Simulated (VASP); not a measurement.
# MgO2 (R-3m) in VASP: a series of runs

The runs below take MgO2 through single point, with PBEsol.

Program: VASP 6.6.1. These are calculated values, not measurements. Logs are shortened: lines on timing, memory, paths and dates and some standing lists are left out, and cuts for length are marked.

### Step 1. The cell of the first run

The structure is trigonal, space group R-3m (No. 166). Conventional cell: a = 3.210 Å, b = 3.210 Å, c = 10.482 Å, α = 90.00°, β = 90.00°, γ = 120.00°. Mg (site symmetry -3m) has 6 O at 2.21 Å within 2.9 Å. Within 1.5 Å of O (site symmetry 3m) lie 1 O at 1.09 Å.

### Step 2. Single point, PBEsol (mode 9 (885.4 1/cm) frozen in, largest displacement +0.200 Å)

The input, INCAR:

```
SYSTEM = MgO2
  PREC = Accurate
  ENCUT = 520
  EDIFF = 1E-7
  ISMEAR = 0
  SIGMA = 0.05
  LREAL = .False.
  LASPH = .True.
  NELM = 80
  ALGO = Normal
  ISIF = 2
  LWAVE = .False.
  LCHARG = .True.
  GGA = PS
  LELF = .True.
  LVHAR = .True.
  NBANDS = 14
```

The input, KPOINTS:

```
regular mesh
0
Gamma
  12 12 12
  0 0 0
```

The input, POSCAR:

```
MgO2
1.0
    1.6047610160      0.9265092046      3.4939788749
   -1.6047610160      0.9265092046      3.4939788749
    0.0000000000     -1.8530184092      3.4939788749
Mg O
1 2
Direct
    0.0000000000      0.0000000000      0.0000000000
    0.4478664435      0.4478664435      0.4478664435
    0.5521335565      0.5521335565      0.5521335565
```

Potentials or basis: VASP PAW PBE potentials, release 64 (Mg, O).

On the command line:

```sh
> cat potpaw_PBE.64/Mg/POTCAR potpaw_PBE.64/O/POTCAR > POTCAR
> mpirun -np 1 vasp_std > vasp.out
```

OUTCAR:

```text
SYSTEM = MgO2
   PREC = Accurate
   ENCUT = 520
   EDIFF = 1E-7
   ISMEAR = 0
   LREAL = .False.
   LASPH = .True.
   NELM = 80
   ISIF = 2
   GGA = PS

 ion  position               nearest neighbor table
   1  0.000  0.000  0.000-   3 2.21   3 2.21   2 2.21   2 2.21   3 2.21   2 2.21
   2  0.448  0.448  0.448-   3 1.09   1 2.21   1 2.21   1 2.21
   3  0.552  0.552  0.552-   2 1.09   1 2.21   1 2.21   1 2.21

  LATTYP: Found a trigonal (rhomboedric) cell.
 ALAT       =     3.9549419216
 COS(alpha) =     0.6707160928

  Lattice vectors:

 A1 = (   1.6047610160,   0.9265092046,   3.4939788749)
 A2 = (  -1.6047610160,   0.9265092046,   3.4939788749)
 A3 = (   0.0000000000,  -1.8530184092,   3.4939788749)

Analysis of symmetry for initial positions (statically):
=====================================================================
 Subroutine PRICEL returns:
 Original cell was already a primitive cell.

 Routine SETGRP: Setting up the symmetry group for a
 trigonal (rhombohedral) supercell.

 Subroutine GETGRP returns: Found 12 space group operations
 (whereof 12 operations were pure point group operations)
 out of a pool of 12 trial point group operations.

The static configuration has the point symmetry D_3d.

Analysis of symmetry for dynamics (positions and initial velocities):
=====================================================================
 Subroutine PRICEL returns:
 Original cell was already a primitive cell.

 Routine SETGRP: Setting up the symmetry group for a
 trigonal (rhombohedral) supercell.

 Subroutine GETGRP returns: Found 12 space group operations
 (whereof 12 operations were pure point group operations)
 out of a pool of 12 trial point group operations.

The dynamic configuration has the point symmetry D_3d.

 Subroutine INISYM returns: Found 12 space group operations
 (whereof 12 operations are pure point group operations),
 and found     1 'primitive' translations

----------------------------------------------------------------------------------------

                                     Primitive cell

  volume of cell :      31.1696

  direct lattice vectors                    reciprocal lattice vectors
     1.604761016  0.926509205  3.493978875     0.311572873  0.179886682  0.095402218
    -1.604761016  0.926509205  3.493978875    -0.311572873  0.179886682  0.095402218
     0.000000000 -1.853018409  3.493978875     0.000000000 -0.359773364  0.095402218

  length of vectors
     3.954941922  3.954941922  3.954941922     0.372207545  0.372207545  0.372207545

  position of ions in fractional coordinates (direct lattice)
     0.000000000  0.000000000  0.000000000
     0.447866443  0.447866443  0.447866443
     0.552133557  0.552133557  0.552133557

  ion indices of the primitive-cell ions
   primitive index   ion index
                 1           1
                 2           2
                 3           3

----------------------------------------------------------------------------------------

 KPOINTS: regular mesh

Automatic generation of k-mesh.
 Grid dimensions read from file:
 generate k-points for:   12   12   12

 Generating k-lattice:

  Cartesian coordinates                     Fractional coordinates (reciprocal lattice)
     0.025964406  0.014990557  0.007950185     0.083333333 -0.000000000  0.000000000
    -0.025964406  0.014990557  0.007950185    -0.000000000  0.083333333  0.000000000
     0.000000000 -0.029981114  0.007950185     0.000000000  0.000000000  0.083333333

  Length of vectors
     0.031017295  0.031017295  0.031017295

  Shift w.r.t. Gamma in fractional coordinates (k-lattice)
     0.000000000  0.000000000  0.000000000

 Subroutine IBZKPT returns following result:
 ===========================================

 Found    189 irreducible k-points:

 Following reciprocal coordinates:
            Coordinates               Weight
  0.000000  0.000000  0.000000      1.000000
  0.083333 -0.000000 -0.000000      6.000000
  0.166667 -0.000000  0.000000      6.000000
  0.250000 -0.000000  0.000000      6.000000
  0.333333 -0.000000  0.000000      6.000000
  0.416667 -0.000000  0.000000      6.000000
[... 16 lines left out ...]
  0.500000  0.166667  0.000000     12.000000
 -0.416667  0.166667  0.000000     12.000000
 [... further k-points ...]
   k-points           NKPTS =    189   k-points in BZ     NKDIM =    189   number of bands    NBANDS=     14
   number of dos      NEDOS =    301   number of ions     NIONS =      3
   total plane-waves  NPLWV =  27000
   dimension x,y,z NGX =    30 NGY =   30 NGZ =   30
   dimension x,y,z NGXF=    60 NGYF=   60 NGZF=   60
   ions per type =               1   2
   NGX,Y,Z   is equivalent  to a cutoff of  12.61, 12.61, 12.61 a.u.
   NGXF,Y,Z  is equivalent  to a cutoff of  25.22, 25.22, 25.22 a.u.
 SYSTEM =  MgO2
   PREC   = accura    normal or accurate (medium, high low for compatibility)
   ISTART =      0    job   : 0-new  1-cont  2-samecut
   ICHARG =      2    charge: 1-file 2-atom 10-const
   ISPIN  =      1    spin polarized calculation?
   LNONCOLLINEAR =      F non collinear calculations
   LSORBIT =      F    spin-orbit coupling
   LASPH  =      T    aspherical Exc in radial PAW
   ENCUT  =  520.0 eV  38.22 Ry    6.18 a.u.   7.35  7.35  7.35*2*pi/ulx,y,z
   NELM   =     80;   NELMIN=  2; NELMDL= -5     # of ELM steps
   EDIFF  = 0.1E-06   stopping-criterion for ELM
   LREAL  =      F    real-space projection
   EDIFFG = 0.1E-05   stopping-criterion for IOM
   NSW    =      0    number of steps for IOM
   IBRION =     -1    ionic relax: 0-MD 1-quasi-New 2-CG
   NFREE  =      0    steps in history (QN), initial steepest desc. (CG)
   ISIF   =      2    stress and relaxation
   ISYM   =      2    0-nonsym 1-usesym 2-fastsym
   POTIM  = 0.5000    time-step for ionic-motion
   TEBEG  =    0.0;   TEEND  =   0.0 temperature during run
   PSTRESS=    0.0 pullay stress
   NELECT =      14.0000    total number of electrons
   NUPDOWN=      -1.0000    fix difference up-down
   EMIN   =  10.00;   EMAX   =-10.00  energy-range for DOS
   EFERMI =   0.00;   METHOD = LEGACY
   ISMEAR =     0;   SIGMA  =   0.05  broadening in eV -4-tet -1-fermi 0-gaus
   EFERMI_NEDOS =   21; number of points for ismear=-14 and -15
   IALGO  =     38    algorithm
   IMIX   =      4    mixing-type and parameters
     AMIX     =   0.40;   BMIX     =  1.00
     AMIX_MAG =   1.60;   BMIX_MAG =  1.00
  volume/ion in A,a.u.               =      10.39        70.11
  Fermi-wavevector in a.u.,A,eV,Ry     =   1.253739  2.369222 21.386457  1.571860
  Thomas-Fermi vector in A             =   2.387577
   LORBIT       =      0    0 simple, 1 ext, 2 COOP (PROOUT), +10 PAW based schemes
   GGA     = PS    functional components
   LHFCALC =     F    Hartree Fock is set to
   AEXX    =    0.0000 exact exchange contribution
   IVDW    =     0    specifies the selected vdW correction
   LEPSILON=     F    determine dielectric tensor
   LRPA    =     F    only Hartree local field effects (RPA)
 non-spin polarized calculation
 Gauss-broadening in eV      SIGMA  =   0.05
  energy-cutoff  :      520.00
  volume of cell :       31.17
 maximum number of plane-waves:       852
 NGX is ok and might be reduce to    30
   NGX = 15   NGY = 15   NGZ = 15

 number of electron      14.0000001 magnetization

 Free energy of the ion-electron system (eV)
  ---------------------------------------------------
  ext. energy  EPLUGINS =         0.00000000
  ---------------------------------------------------
  free energy    TOTEN  =       -12.69456437 eV

  energy without entropy =      -12.69456437  energy(sigma->0) =      -12.69456437

 E-fermi :   5.6258     XC(G=0): -10.2759

 val. band max:        5.3469103890   @ k =   0.5000   0.5000   0.5000
 cond. band min:       7.0577441474   @ k =   0.2500   0.2500   0.2500
 fundamental gap:      1.7108337584
 Fermi energy:         5.6257620726

 k-point     1 :       0.0000    0.0000    0.0000
  band No.  band energies     occupation
      1     -25.2130      2.00000
      2      -9.2551      2.00000
      3      -6.3148      2.00000
      4      -3.7549      2.00000
      5      -3.7549      2.00000
      6       4.7621      2.00000
      7       4.7621      2.00000
      8       7.1983      0.00000
      9      12.8875      0.00000
     10      13.8544      0.00000
     11      16.9817      0.00000
     12      16.9817      0.00000
     13      19.1347      0.00000
     14      19.1347      0.00000

 k-point     2 :       0.0833   -0.0000   -0.0000
  band No.  band energies     occupation
      1     -25.2032      2.00000
      2      -9.2682      2.00000
      3      -6.2645      2.00000
      4      -3.8305      2.00000
      5      -3.7752      2.00000
      6       4.6600      2.00000
      7       4.7241      2.00000
      8       7.3424      0.00000
      9      12.8780      0.00000
     10      14.0453      0.00000
     11      16.1028      0.00000
     12      17.1631      0.00000
     13      18.8280      0.00000
     14      19.1514      0.00000

 k-point     3 :       0.1667   -0.0000    0.0000
  band No.  band energies     occupation
      1     -25.1768      2.00000
      2      -9.3005      2.00000
      3      -6.1292      2.00000
      4      -4.0335      2.00000
      5      -3.8306      2.00000
      6       4.4042      2.00000
      7       4.6223      2.00000
      8       7.7307      0.00000
      9      13.0037      0.00000
     10      14.0016      0.00000
     11      15.1377      0.00000
     12      17.6707      0.00000
     13      18.1280      0.00000
     14      19.2257      0.00000
[... 324 lines left out ...]
 k-point    23 :       0.5000    0.1667    0.0000
  band No.  band energies     occupation
      1     -25.0636      2.00000
      2      -9.4819      2.00000
      3      -5.3304      2.00000
      4      -4.8114      2.00000
      5      -4.1852      2.00000
      6       3.5722      2.00000
      7       4.1250      2.00000
      8       9.5793      0.00000
      9      11.1818      0.00000
     10      14.1733      0.00000
     11      14.5309      0.00000
     12      17.1183      0.00000
     13      19.4708      0.00000
     14      20.3900      0.00000

 k-point    24 :      -0.4167    0.1667    0.0000
  band No.  band energies     occupation
      1     -25.0572      2.00000
      2      -9.4198      2.00000
      3      -5.4389      2.00000
      4      -4.7926      2.00000
      5      -4.2145      2.00000
      6       3.6042      2.00000
      7       3.9398      2.00000
      8       9.8850      0.00000
      9      10.8844      0.00000
     10      14.4309      0.00000
     11      14.8756      0.00000
     12      16.9475      0.00000
     13      19.2063      0.00000
     14      20.2519      0.00000

 [... further k-points ...]
[... 5 lines left out ...]
  --------------------------------------------------------------------------------------
  -------------------------------------------------------------------------------------
  Total       -2.4592022     -2.4592022     35.5063487      0.0000000      0.0000000      0.0000000
  in kB     -126.4076025   -126.4076025   1825.0928626      0.0000000      0.0000000      0.0000000
  external PRESSURE =     524.0925526 kB  Pullay stress =       0.0000000 kB

 VOLUME and BASIS-vectors are now :
 -----------------------------------------------------------------------------
  energy-cutoff  :      520.00
  volume of cell :       31.17
      direct lattice vectors                 reciprocal lattice vectors
     1.604761016  0.926509205  3.493978875     0.311572873  0.179886682  0.095402218
    -1.604761016  0.926509205  3.493978875    -0.311572873  0.179886682  0.095402218
     0.000000000 -1.853018409  3.493978875     0.000000000 -0.359773364  0.095402218

 POSITION                                       TOTAL-FORCE (eV/Angst)
 -----------------------------------------------------------------------------------
      0.00000      0.00000      0.00000         0.000000     -0.000000      0.000000
      0.00000      0.00000      4.69451         0.000000      0.000000    -34.589536
      0.00000      0.00000      5.78743         0.000000     -0.000000     34.589536
 -----------------------------------------------------------------------------------
    total drift:                               -0.000000     -0.000000      0.000000

  FREE ENERGIE OF THE ION-ELECTRON SYSTEM (eV)
  ---------------------------------------------------
  free  energy   TOTEN  =       -12.6945643750 eV

  energy  without entropy=      -12.6945643750  energy(sigma->0) =      -12.69456437
```

Wall time 95 s (1 thread of Intel Xeon 6975P-C, shared host); peak memory 0.23 GiB.

What came out:

```yaml
Free_energy: -12.6946 eV
Pressure: 52.4 GPa
Largest_force: 34.590 eV/Å
Band_gap_on_the_k_mesh: 1.71 eV, indirect (least direct gap 1.87 eV)
```

Forces in eV/Å, atoms in the order of the input:
```
Mg    0.000   0.000   0.000
O     0.000   0.000 -34.590
O     0.000   0.000  34.590
```

Stress tensor (GPa, compression positive):
```
-12.64   0.00   0.00
  0.00 -12.64   0.00
  0.00   0.00 182.51
```

Levels at points of the mesh, in eV from the valence-band top:
| k point | band 5 | band 6 | band 7 | band 8 | band 9 | band 10 |
| --- | --- | --- | --- | --- | --- | --- |
| (0.00, 0.00, 0.00) | -9.10 | -0.58 | -0.58 | 1.85 | 7.54 | 8.51 |
| (0.50, 0.00, 0.00) | -9.40 | -1.70 | -1.11 | 4.28 | 5.30 | 9.32 |
| (0.50, 0.50, 0.00) | -9.59 | -2.80 | -0.22 | 4.62 | 4.68 | 8.56 |
| (0.50, 0.50, 0.50) | -9.26 | 0.00 | 0.00 | 2.02 | 2.41 | 11.14 |

Caveat: the cell differs from its parent crystal (mode 9 (885.4 1/cm) frozen in, largest displacement +0.200 Å); the standard files for N, O and F lose accuracy on very short bonds; the PAW data sets were made with another functional, which shifts forces and pressure a little. A k mesh can miss the band edges.

### Step 3. Single point, PBEsol (mode 9 (885.4 1/cm) frozen in, largest displacement -0.150 Å)

The input, INCAR:

```
SYSTEM = MgO2
ALGO = Normal
EDIFF = 1E-6
ENCUT = 520
GGA = PS
ISIF = 2
ISMEAR = 0
LASPH = .TRUE.
LCHARG = .FALSE.
LREAL = .FALSE.
LWAVE = .FALSE.
NBANDS = 14
NELM = 80
PREC = Accurate
SIGMA = 0.05
```

The input, KPOINTS:

```
k-points
0
G
  12 12 12
  0 0 0
```

The input, POSCAR:

```
MgO2
1.0
    1.6047610160      0.9265092046      3.4939788749
   -1.6047610160      0.9265092046      3.4939788749
    0.0000000000     -1.8530184092      3.4939788749
Mg O
1 2
Direct
    0.0000000000      0.0000000000      0.0000000000
    0.4144756673      0.4144756673      0.4144756673
    0.5855243327      0.5855243327      0.5855243327
```

Potentials or basis: VASP PAW PBE potentials, release 64 (Mg, O).

On the command line:

```sh
> cat potpaw_PBE.64/Mg/POTCAR potpaw_PBE.64/O/POTCAR > POTCAR
> mpirun -np 1 vasp_std > vasp.out
```

Wall time 66 s (1 thread of Intel Xeon 6975P-C, shared host); peak memory 0.23 GiB.

Results (log left out):

```
Free energy            : -16.5095 eV
Pressure               : -2.7 GPa
Largest force          : 3.535 eV/Å
Band gap on the k mesh : 0.46 eV, direct
```

Forces in eV/Å, atoms in the order of the input:
```
Mg   0.000  0.000  0.000
O    0.000  0.000  3.535
O    0.000  0.000 -3.535
```

Stress tensor (GPa, compression positive):
```
  5.58   0.00   0.00
  0.00   5.58   0.00
  0.00   0.00 -19.36
```

Levels at points of the mesh, in eV from the valence-band top:
```csv
k point,band 4,band 5,band 6,band 7,band 8,band 9,band 10,band 11
"(0.00, 0.00, 0.00)",-1.59,-1.59,-1.20,-1.20,2.26,5.55,12.72,15.89
"(0.50, 0.00, 0.00)",-4.81,-1.83,-1.68,-0.77,1.91,9.81,11.04,13.11
"(0.50, 0.50, 0.00)",-3.78,-3.13,-1.82,-0.04,1.47,9.01,11.22,14.40
"(0.50, 0.50, 0.50)",-2.58,-2.58,0.00,0.00,0.46,6.46,10.47,15.18
```

Caveat: the cell differs from its parent crystal (mode 9 (885.4 1/cm) frozen in, largest displacement -0.150 Å); the PAW data sets were made with another functional, which shifts forces and pressure a little. A k mesh can miss the band edges.
